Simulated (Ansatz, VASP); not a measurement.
## One calculation of CuO, two programs

Contents of INCAR:

```
SYSTEM = CuO
ALGO     = Normal         ! electronic algorithm
EDIFF    = 1E-7           ! SCF threshold, eV
ENCUT    = 520            ! plane-wave cutoff, eV
GGA      = PS             ! functional
ISIF     = 2              ! what is computed and relaxed
ISMEAR   = 0              ! smearing method
LASPH    = .True.         ! aspherical terms in the spheres
LCHARG   = .False.        ! write CHGCAR
LREAL    = .False.        ! projectors in reciprocal space
LWAVE    = .False.        ! write WAVECAR
NBANDS   = 25             ! bands
NELM     = 100            ! most SCF steps
PREC     = Accurate       ! precision mode
SIGMA    = 0.1            ! smearing width, eV
```

KPOINTS

```
k-points
0
Gamma
  14 14 8
  0 0 0
```

The input POSCAR:

```
CuO
1.0
    1.9909680000     -2.1535500000      0.0000000000
    1.9909680000      2.1535500000      0.0000000000
    0.0000000000      0.0000000000      5.1559280000
Cu O
2 2
Direct
    0.0000000000      0.5000000000      0.0000000000
    0.5000000000      0.5000000000      0.7500000000
    0.5000000000      0.5000000000      0.2500000000
    0.5000000000      0.0000000000      0.5000000000
```

Input for Ansatz:

```yaml
crystal:
  lattice:
    - [1.990968, -2.15355, 0.0]
    - [1.990968, 2.15355, 0.0]
    - [0.0, 0.0, 5.155928]
  atoms:
    - { symbol: Cu, position: [0.0, 0.5, 0.0] }
    - { symbol: Cu, position: [0.5, 0.5, 0.75] }
    - { symbol: O, position: [0.5, 0.5, 0.25] }
    - { symbol: O, position: [0.5, 0.0, 0.5] }
basis:
  ecutwfc: 420
kpoints:
  mp_grid: { grid: [14, 14, 8] }
hamiltonian:
  xc: pbesol
scf:
  occupations: { method: gaussian, width: 0.1 }
  max_iter: 90
output:
  forces: true
  stress: true
  eigenvalues: true
```

Change from the starting cell: input fault: two atoms' positions swapped.

Alike in both runs: task single point; functional PBEsol; k mesh 14 × 14 × 8; occupations gaussian, width 0.1 eV; no spin polarisation.

|  | VASP | Ansatz |
| --- | --- | --- |
| version | VASP 6.6.1 | Ansatz 0.2.0 |
| potentials or method | VASP PAW PBE potentials, release 64 (Cu, O), cutoff 520 eV | scalar-relativistic, plane waves, PAW |
| valence electrons in the cell | 34 | 50 |

```csv
,VASP,Ansatz,Ansatz less VASP
gap on the k mesh at the Fermi level (eV),none,none,-
pressure (GPa),20.5,20.0,-0.50
"traceless stress, the component that is largest in VASP (GPa)",-20.62,-20.22,+0.398
rms of the force components (eV/Å),3.478,3.510,+0.0323
```

VASP's potentials were made for PBE, not for PBEsol. Atom by atom the forces differ by 0.059 eV/Å (rms over components). A gap of «none» marks a metal or a gap that the smearing closes. The functional is the same, so the differences come from potentials, cutoffs and numerics. VASP's potentials hold 34 valence electrons a cell and Ansatz's 50, so a difference there can come from the potentials and not from the codes.
